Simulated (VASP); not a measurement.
# Ga2O3 (R-3c) in VASP: notebook

Aim: see how the results for Ga2O3 move with the level of theory and the settings. Levels: PBE, LDA. Tasks: single point.

All numbers are computed with VASP 6.6.1; they aren't measurements. Logs are shortened: lines on timing, memory, paths and dates and some standing lists are left out, and cuts for length are marked.

## 1. The cell of the first run

Symmetry: R-3c, No. 167, trigonal system. The conventional cell has a = 4.985 Å, b = 4.985 Å, c = 13.442 Å, α = 90.00°, β = 90.00°, γ = 120.00°. Within 2.6 Å of Ga (site symmetry 3) lie 6 O at 1.93 to 2.07 Å. O (site symmetry 2) has 4 Ga at 1.93 to 2.07 Å within 2.6 Å.

## 2. Single point, PBE

INCAR reads:

```
  PREC = Accurate
  ENCUT = 520
  EDIFF = 1E-6
  ISMEAR = 0
  SIGMA = 0.01
  LREAL = F
  LASPH = T
  NELM = 100
  ALGO = Normal
  ISIF = 2
  LWAVE = F
  LCHARG = F
  GGA = PE
  NBANDS = 55
```

KPOINTS reads:

```
regular mesh
0
Gamma
  4 4 4
```

POSCAR reads:

```
Ga2O3
1.0
    2.4922622641      1.4389082890      4.4806364994
   -2.4922622641      1.4389082890      4.4806364994
    0.0000000000     -2.8778165781      4.4806364994
Ga O
4 6
Direct
    0.3554263352      0.3554263352      0.3554263352
    0.1445736648      0.1445736648      0.1445736648
    0.6445736648      0.6445736648      0.6445736648
    0.8554263352      0.8554263352      0.8554263352
    0.5536335029      0.9463664971      0.2500000000
    0.2500000000      0.5536335029      0.9463664971
    0.9463664971      0.2500000000      0.5536335029
    0.4463664971      0.0536335029      0.7500000000
    0.7500000000      0.4463664971      0.0536335029
    0.0536335029      0.7500000000      0.4463664971
```

Potentials or basis: VASP PAW PBE potentials, release 64 (Ga_d, O).

Run with:

```
$ cat potpaw_PBE.64/Ga_d/POTCAR potpaw_PBE.64/O/POTCAR > POTCAR
$ mpirun -np 1 vasp_std > vasp.out
```

OUTCAR:

```text
PREC = Accurate
   ENCUT = 520
   EDIFF = 1E-6
   ISMEAR = 0
   LREAL = F
   LASPH = T
   NELM = 100
   ISIF = 2
   GGA = PE

 ion  position               nearest neighbor table
   1  0.355  0.355  0.355-   9 1.93   8 1.93  10 1.93   7 2.07   6 2.07   5 2.07   2 2.83
   2  0.145  0.145  0.145-  10 1.93   8 1.93   9 1.93   6 2.07   7 2.07   5 2.07   1 2.83
   3  0.645  0.645  0.645-   6 1.93   5 1.93   7 1.93  10 2.07   9 2.07   8 2.07   4 2.83
   4  0.855  0.855  0.855-   7 1.93   5 1.93   6 1.93   9 2.07  10 2.07   8 2.07   3 2.83
   5  0.554  0.946  0.250-   3 1.93   4 1.93   1 2.07   2 2.07
   6  0.250  0.554  0.946-   3 1.93   4 1.93   2 2.07   1 2.07
   7  0.946  0.250  0.554-   4 1.93   3 1.93   1 2.07   2 2.07
   8  0.446  0.054  0.750-   1 1.93   2 1.93   3 2.07   4 2.07
   9  0.750  0.446  0.054-   1 1.93   2 1.93   4 2.07   3 2.07
  10  0.054  0.750  0.446-   2 1.93   1 1.93   3 2.07   4 2.07

  LATTYP: Found a trigonal (rhomboedric) cell.
 ALAT       =     5.3252165869
 COS(alpha) =     0.5619305908

  Lattice vectors:

 A1 = (   2.4922622641,   1.4389082890,   4.4806364994)
 A2 = (  -2.4922622641,   1.4389082890,   4.4806364994)
 A3 = (   0.0000000000,  -2.8778165781,   4.4806364994)

Analysis of symmetry for initial positions (statically):
=====================================================================
 Subroutine PRICEL returns:
 Original cell was already a primitive cell.

 Routine SETGRP: Setting up the symmetry group for a
 trigonal (rhombohedral) supercell.

 Subroutine GETGRP returns: Found 12 space group operations
 (whereof  6 operations were pure point group operations)
 out of a pool of 12 trial point group operations.

The static configuration has the point symmetry S_6 .
 The point group associated with its full space group is D_3d.

Analysis of symmetry for dynamics (positions and initial velocities):
=====================================================================
 Subroutine PRICEL returns:
 Original cell was already a primitive cell.

 Routine SETGRP: Setting up the symmetry group for a
 trigonal (rhombohedral) supercell.

 Subroutine GETGRP returns: Found 12 space group operations
 (whereof  6 operations were pure point group operations)
 out of a pool of 12 trial point group operations.

The dynamic configuration has the point symmetry S_6 .
 The point group associated with its full space group is D_3d.

 Subroutine INISYM returns: Found 12 space group operations
[... 108 lines left out ...]
   ISYM   =      2    0-nonsym 1-usesym 2-fastsym
   POTIM  = 0.5000    time-step for ionic-motion
   TEBEG  =    0.0;   TEEND  =   0.0 temperature during run
   PSTRESS=    0.0 pullay stress
   NELECT =      88.0000    total number of electrons
   NUPDOWN=      -1.0000    fix difference up-down
   EMIN   =  10.00;   EMAX   =-10.00  energy-range for DOS
   EFERMI =   0.00;   METHOD = LEGACY
   ISMEAR =     0;   SIGMA  =   0.01  broadening in eV -4-tet -1-fermi 0-gaus
   EFERMI_NEDOS =   21; number of points for ismear=-14 and -15
   IALGO  =     38    algorithm
   IMIX   =      4    mixing-type and parameters
     AMIX     =   0.40;   BMIX     =  1.00
     AMIX_MAG =   1.60;   BMIX_MAG =  1.00
  volume/ion in A,a.u.               =       9.64        65.06
  Fermi-wavevector in a.u.,A,eV,Ry     =   1.588046  3.000972 34.312404  2.521891
  Thomas-Fermi vector in A             =   2.687110
   LORBIT       =      0    0 simple, 1 ext, 2 COOP (PROOUT), +10 PAW based schemes
   GGA     = PE    functional components
   LHFCALC =     F    Hartree Fock is set to
   AEXX    =    0.0000 exact exchange contribution
   IVDW    =     0    specifies the selected vdW correction
   LEPSILON=     F    determine dielectric tensor
   LRPA    =     F    only Hartree local field effects (RPA)
 non-spin polarized calculation
 Gauss-broadening in eV      SIGMA  =   0.01
  energy-cutoff  :      520.00
  volume of cell :       96.41
 maximum number of plane-waves:      2612
   NGX = 19   NGY = 19   NGZ = 19

 number of electron      87.9999977 magnetization

 Free energy of the ion-electron system (eV)
  ---------------------------------------------------
  ext. energy  EPLUGINS =         0.00000000
  ---------------------------------------------------
  free energy    TOTEN  =       -59.24113558 eV

  energy without entropy =      -59.24113558  energy(sigma->0) =      -59.24113558

 E-fermi :   4.5651     XC(G=0): -12.2006

 val. band max:        4.5115792276   @ k =   0.2500   0.0000   0.0000
 cond. band min:       7.3995563202   @ k =   0.0000   0.0000   0.0000
 fundamental gap:      2.8879770926
 Fermi energy:         4.5651153053

 k-point     1 :       0.0000    0.0000    0.0000
  band No.  band energies     occupation
      1     -14.4641      2.00000
      2     -12.4481      2.00000
      3     -12.4481      2.00000
      4     -12.4254      2.00000
      5     -12.3980      2.00000
      6     -12.3980      2.00000
[... 743 lines left out ...]
     54      16.1481      0.00000
     55      17.5986      0.00000

------------------------ aborting loop because EDIFF is reached ----------------------------------------

  FORCE on cell =-STRESS in cart. coord.  units (eV):
  Direction    XX          YY          ZZ          XY          YZ          ZX
  --------------------------------------------------------------------------------------
  -------------------------------------------------------------------------------------
  Total        6.5516137      6.5516137      5.7786316      0.0000000     -0.0000000      0.0000000
  in kB      108.8782284    108.8782284     96.0323978      0.0000000     -0.0000000      0.0000000
  external PRESSURE =     104.5962849 kB  Pullay stress =       0.0000000 kB

 VOLUME and BASIS-vectors are now :
 -----------------------------------------------------------------------------
  energy-cutoff  :      520.00
  volume of cell :       96.41
      direct lattice vectors                 reciprocal lattice vectors
     2.492262264  1.438908289  4.480636499     0.200620941  0.115828554  0.074394192
    -2.492262264  1.438908289  4.480636499    -0.200620941  0.115828554  0.074394192
     0.000000000 -2.877816578  4.480636499     0.000000000 -0.231657108  0.074394192

 POSITION                                       TOTAL-FORCE (eV/Angst)
 -----------------------------------------------------------------------------------
      0.00000     -0.00000      4.77761         0.000000     -0.000000      0.068992
      0.00000     -0.00000      1.94335         0.000000      0.000000     -0.068992
      0.00000     -0.00000      8.66430         0.000000      0.000000     -0.068992
      0.00000     -0.00000     11.49856         0.000000     -0.000000      0.068992
     -0.97879      1.43891      7.84111        -0.020325      0.000000      0.000000
     -0.75673     -1.56711      7.84111         0.010163     -0.017602      0.000000
      1.73553      0.12821      7.84111         0.010163      0.017602      0.000000
      0.97879     -1.43891      5.60080         0.020325      0.000000      0.000000
      0.75673      1.56711      5.60080        -0.010163      0.017602      0.000000
     -1.73553     -0.12821      5.60080        -0.010163     -0.017602      0.000000
 -----------------------------------------------------------------------------------
    total drift:                                0.000000     -0.000000      0.000000

  FREE ENERGIE OF THE ION-ELECTRON SYSTEM (eV)
  ---------------------------------------------------
  free  energy   TOTEN  =       -59.2411355846 eV

  energy  without entropy=      -59.2411355846  energy(sigma->0) =      -59.24113558
```

Wall time 59 s (1 thread of AMD EPYC 9R45 (Zen 5), shared host); peak memory 0.22 GiB.

What came out:

| Quantity | Value |
| --- | --- |
| Free energy | -59.2411 eV |
| Pressure | 10.5 GPa |
| Largest force | 0.069 eV/Å |
| Band gap on the k mesh | 2.89 eV, indirect (least direct gap 3.10 eV) |

Forces in eV/Å, atoms in the order of the input:
```
Ga   0.000  0.000  0.069
Ga   0.000  0.000 -0.069
Ga   0.000  0.000 -0.069
Ga   0.000  0.000  0.069
O   -0.020  0.000  0.000
O    0.010 -0.018  0.000
O    0.010  0.018  0.000
O    0.020  0.000  0.000
O   -0.010  0.018  0.000
O   -0.010 -0.018  0.000
```

## 3. Single point, PBE

INCAR reads:

```
SYSTEM = Ga2O3
ALGO = Normal
EDIFF = 1E-6
ENCUT = 520
GGA = PE
ISIF = 2
ISMEAR = 0
LASPH = .True.
LCHARG = .False.
LREAL = .False.
LWAVE = .False.
NBANDS = 55
NELM = 80
PREC = Accurate
SIGMA = 0.01
```

KPOINTS reads:

```
k-points
0
Gamma
  4 4 4
  0 0 0
```

POSCAR is that of step 2.

Potentials or basis: VASP PAW PBE potentials, release 64 (Ga_d, O).

Run with:

```
$ cat potpaw_PBE.64/Ga_d/POTCAR potpaw_PBE.64/O/POTCAR > POTCAR
$ mpirun -np 1 vasp_std > vasp.out
```

OUTCAR:

```text
SYSTEM = Ga2O3
   EDIFF = 1E-6
   ENCUT = 520
   GGA = PE
   ISIF = 2
   ISMEAR = 0
   LASPH = .True.
   LREAL = .False.
   NELM = 80
   PREC = Accurate

 ion  position               nearest neighbor table
   1  0.355  0.355  0.355-   9 1.93   8 1.93  10 1.93   7 2.07   6 2.07   5 2.07   2 2.83
   2  0.145  0.145  0.145-  10 1.93   8 1.93   9 1.93   6 2.07   7 2.07   5 2.07   1 2.83
   3  0.645  0.645  0.645-   6 1.93   5 1.93   7 1.93  10 2.07   9 2.07   8 2.07   4 2.83
   4  0.855  0.855  0.855-   7 1.93   5 1.93   6 1.93   9 2.07  10 2.07   8 2.07   3 2.83
   5  0.554  0.946  0.250-   3 1.93   4 1.93   1 2.07   2 2.07
   6  0.250  0.554  0.946-   3 1.93   4 1.93   2 2.07   1 2.07
   7  0.946  0.250  0.554-   4 1.93   3 1.93   1 2.07   2 2.07
   8  0.446  0.054  0.750-   1 1.93   2 1.93   3 2.07   4 2.07
   9  0.750  0.446  0.054-   1 1.93   2 1.93   4 2.07   3 2.07
  10  0.054  0.750  0.446-   2 1.93   1 1.93   3 2.07   4 2.07

  LATTYP: Found a trigonal (rhomboedric) cell.
 ALAT       =     5.3252165869
 COS(alpha) =     0.5619305908

  Lattice vectors:

 A1 = (   2.4922622641,   1.4389082890,   4.4806364994)
 A2 = (  -2.4922622641,   1.4389082890,   4.4806364994)
 A3 = (   0.0000000000,  -2.8778165781,   4.4806364994)

Analysis of symmetry for initial positions (statically):
=====================================================================
 Subroutine PRICEL returns:
 Original cell was already a primitive cell.

 Routine SETGRP: Setting up the symmetry group for a
 trigonal (rhombohedral) supercell.

 Subroutine GETGRP returns: Found 12 space group operations
 (whereof  6 operations were pure point group operations)
 out of a pool of 12 trial point group operations.

The static configuration has the point symmetry S_6 .
 The point group associated with its full space group is D_3d.

Analysis of symmetry for dynamics (positions and initial velocities):
[... 141 lines left out ...]
   GGA     = PE    functional components
   LHFCALC =     F    Hartree Fock is set to
   AEXX    =    0.0000 exact exchange contribution
   IVDW    =     0    specifies the selected vdW correction
   LEPSILON=     F    determine dielectric tensor
   LRPA    =     F    only Hartree local field effects (RPA)
 non-spin polarized calculation
 Gauss-broadening in eV      SIGMA  =   0.01
  energy-cutoff  :      520.00
  volume of cell :       96.41
 maximum number of plane-waves:      2612
   NGX = 19   NGY = 19   NGZ = 19

 number of electron      87.9999977 magnetization

 Free energy of the ion-electron system (eV)
  ---------------------------------------------------
  ext. energy  EPLUGINS =         0.00000000
  ---------------------------------------------------
  free energy    TOTEN  =       -59.24113558 eV

  energy without entropy =      -59.24113558  energy(sigma->0) =      -59.24113558

 E-fermi :   4.5651     XC(G=0): -12.2006

 val. band max:        4.5115792276   @ k =   0.2500   0.0000   0.0000
 cond. band min:       7.3995563202   @ k =   0.0000   0.0000   0.0000
 fundamental gap:      2.8879770926
 Fermi energy:         4.5651153053

 k-point     1 :       0.0000    0.0000    0.0000
  band No.  band energies     occupation
      1     -14.4641      2.00000
      2     -12.4481      2.00000
      3     -12.4481      2.00000
      4     -12.4254      2.00000
      5     -12.3980      2.00000
      6     -12.3980      2.00000
[... 743 lines left out ...]
     54      16.1481      0.00000
     55      17.5986      0.00000

------------------------ aborting loop because EDIFF is reached ----------------------------------------

  FORCE on cell =-STRESS in cart. coord.  units (eV):
  Direction    XX          YY          ZZ          XY          YZ          ZX
  --------------------------------------------------------------------------------------
  -------------------------------------------------------------------------------------
  Total        6.5516137      6.5516137      5.7786316      0.0000000     -0.0000000      0.0000000
  in kB      108.8782284    108.8782284     96.0323978      0.0000000     -0.0000000      0.0000000
  external PRESSURE =     104.5962849 kB  Pullay stress =       0.0000000 kB

 VOLUME and BASIS-vectors are now :
 -----------------------------------------------------------------------------
  energy-cutoff  :      520.00
  volume of cell :       96.41
      direct lattice vectors                 reciprocal lattice vectors
     2.492262264  1.438908289  4.480636499     0.200620941  0.115828554  0.074394192
    -2.492262264  1.438908289  4.480636499    -0.200620941  0.115828554  0.074394192
     0.000000000 -2.877816578  4.480636499     0.000000000 -0.231657108  0.074394192

 POSITION                                       TOTAL-FORCE (eV/Angst)
 -----------------------------------------------------------------------------------
      0.00000     -0.00000      4.77761         0.000000     -0.000000      0.068992
      0.00000     -0.00000      1.94335         0.000000      0.000000     -0.068992
      0.00000     -0.00000      8.66430         0.000000      0.000000     -0.068992
      0.00000     -0.00000     11.49856         0.000000     -0.000000      0.068992
     -0.97879      1.43891      7.84111        -0.020325      0.000000      0.000000
     -0.75673     -1.56711      7.84111         0.010163     -0.017602      0.000000
      1.73553      0.12821      7.84111         0.010163      0.017602      0.000000
      0.97879     -1.43891      5.60080         0.020325      0.000000      0.000000
      0.75673      1.56711      5.60080        -0.010163      0.017602      0.000000
     -1.73553     -0.12821      5.60080        -0.010163     -0.017602      0.000000
 -----------------------------------------------------------------------------------
    total drift:                                0.000000     -0.000000      0.000000

  FREE ENERGIE OF THE ION-ELECTRON SYSTEM (eV)
  ---------------------------------------------------
  free  energy   TOTEN  =       -59.2411355846 eV

  energy  without entropy=      -59.2411355846  energy(sigma->0) =      -59.24113558
```

Wall time 59 s (1 thread of AMD EPYC 9R45 (Zen 5), shared host); peak memory 0.22 GiB.

Results:

```
Free energy            : -59.2411 eV
Pressure               : 10.5 GPa
Largest force          : 0.069 eV/Å
Band gap on the k mesh : 2.89 eV, indirect (least direct gap 3.10 eV)
```

Forces in eV/Å, atoms in the order of the input:
```
Ga   0.000  0.000  0.069
Ga   0.000  0.000 -0.069
Ga   0.000  0.000 -0.069
Ga   0.000  0.000  0.069
O   -0.020  0.000  0.000
O    0.010 -0.018  0.000
O    0.010  0.018  0.000
O    0.020  0.000  0.000
O   -0.010  0.018  0.000
O   -0.010 -0.018  0.000
```

Stress tensor (GPa, compression positive):
```
10.89  0.00  0.00
 0.00 10.89  0.00
 0.00  0.00  9.60
```

Levels at points of the mesh, in eV from the valence-band top:
```csv
k point,band 42,band 43,band 44,band 45,band 46,band 47
"(0.00, 0.00, 0.00)",-0.27,-0.21,-0.21,2.89,6.75,6.91
"(0.50, 0.00, 0.00)",-0.95,-0.11,-0.11,6.47,6.47,6.82
"(0.50, 0.50, 0.00)",-0.66,-0.21,-0.10,6.63,6.82,7.68
"(0.50, 0.50, 0.50)",-0.25,-0.25,-0.25,5.94,5.94,7.93
```

## 4. Single point, LDA

This run uses another cell than the first one, of 9.41 Å³/atom, 0.976 times its volume.

INCAR reads:

```
ALGO     = Normal         # electronic algorithm
EDIFF    = 1E-6           # SCF threshold, eV
ENCUT    = 520            # plane-wave cutoff, eV
ISIF     = 2              # what is computed and relaxed
ISMEAR   = -1             # smearing method
LASPH    = T              # aspherical terms in the spheres
LCHARG   = T              # write CHGCAR
LELF     = T              # ELF
LREAL    = F              # projectors in reciprocal space
LVHAR    = T            
LWAVE    = F              # write WAVECAR
NBANDS   = 55             # bands
NELM     = 100            # most SCF steps
PREC     = Accurate       # precision mode
SIGMA    = 0.02           # smearing width, eV
```

KPOINTS reads:

```
k-points
0
Gamma
  6 6 6
```

POSCAR reads:

```
Ga2O3
1.0
    2.4750098466      1.4289476012      4.4354228300
   -2.4750098466      1.4289476012      4.4354228300
    0.0000000000     -2.8578952024      4.4354228300
Ga O
4 6
Direct
    0.3557625127      0.3557625127      0.3557625127
    0.1442374873      0.1442374873      0.1442374873
    0.6442374873      0.6442374873      0.6442374873
    0.8557625127      0.8557625127      0.8557625127
    0.5527883083      0.9472116917      0.2500000000
    0.2500000000      0.5527883083      0.9472116917
    0.9472116917      0.2500000000      0.5527883083
    0.4472116917      0.0527883083      0.7500000000
    0.7500000000      0.4472116917      0.0527883083
    0.0527883083      0.7500000000      0.4472116917
```

Potentials or basis: VASP PAW LDA potentials, release 64 (Ga_d, O).

Run with:

```
$ cat potpaw_LDA.64/Ga_d/POTCAR potpaw_LDA.64/O/POTCAR > POTCAR
$ mpirun -np 1 vasp_std > vasp.out
```

It took 2.2 min on 1 thread of AMD EPYC 9R45 (Zen 5), shared host; peak memory 0.23 GiB.

It converged, with:

* Free energy: -68.2662 eV
* Pressure: 2.1 GPa
* Largest force: 0.026 eV/Å
* Band gap on the k mesh: 3.06 eV, indirect (least direct gap 3.33 eV)

Forces in eV/Å, atoms in the order of the input:
```
Ga   0.000  0.000 -0.017
Ga   0.000  0.000  0.017
Ga   0.000  0.000  0.017
Ga   0.000  0.000 -0.017
O   -0.026  0.000  0.000
O    0.013 -0.022  0.000
O    0.013  0.022  0.000
O    0.026  0.000  0.000
O   -0.013  0.022  0.000
O   -0.013 -0.022  0.000
```

Stress tensor (GPa, compression positive):
```
2.27 0.00 0.00
0.00 2.27 0.00
0.00 0.00 1.78
```

Levels at points of the mesh, in eV from the valence-band top:
```tsv
k point	band 40	band 41	band 42	band 43	band 44	band 45	band 46	band 47	band 48	band 49
(0.00, 0.00, 0.00)	-0.36	-0.32	-0.32	-0.28	-0.28	3.06	6.74	6.81	8.93	10.24
(0.50, 0.00, 0.00)	-1.24	-1.04	-1.04	-0.16	-0.16	6.55	6.55	6.83	6.83	9.86
(0.50, 0.50, 0.00)	-1.09	-0.90	-0.71	-0.25	-0.15	6.74	6.88	7.63	7.87	8.79
(0.50, 0.50, 0.50)	-1.55	-0.31	-0.31	-0.31	-0.31	6.03	6.03	7.90	7.90	9.41
```

A k mesh can miss the band edges.
